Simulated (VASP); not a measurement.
Set up this calculation in VASP 6.6.1, as the native input.

```
Task                   : single point
Functional             : PBE
Potentials or basis    : VASP PAW PBE potentials, release 64 (Na_pv)
Cutoff                 : 520 eV
k mesh                 : 13 × 13 × 13
Occupations            : fermi-dirac, width 0.05 eV
Spin                   : no spin polarisation
Dipole correction      : no
Further INCAR settings : ALGO = Normal; EDIFF = 1e-07; NBANDS = 10
```

The structure of Na lies in POSCAR:

```
Na
1.0
   -2.0110191773      2.0110191773      2.0110191773
    2.0110191773     -2.0110191773      2.0110191773
    2.0110191773      2.0110191773     -2.0110191773
Na
1
Direct
    0.0000000000      0.0000000000      0.0000000000
```

These files were run (other wordings do the same):

INCAR

```
PREC = Accurate
ENCUT = 520
EDIFF = 1E-7
ISMEAR = -1
SIGMA = 0.05
LREAL = F
LASPH = T
NELM = 80
ALGO = Normal
ISIF = 2
LWAVE = F
LCHARG = F
GGA = PE
NBANDS = 10
```

KPOINTS

```
Automatic mesh
0
Gamma
  13 13 13
```

Potentials or basis: VASP PAW PBE potentials, release 64 (Na_pv).

The run is started by

```bash
$ cat potpaw_PBE.64/Na_pv/POTCAR > POTCAR
$ mpirun -np 1 vasp_std > vasp.out
```

It gave:

```json
{"Pressure": "1.2 GPa", "Band gap on the k mesh": "zero (an odd number of electrons rules out a gap without spin polarisation)"}
```

Run time: 18 s on 1 thread of Intel Xeon 8259CL, with other jobs on the host, peak memory 0.16 GiB.
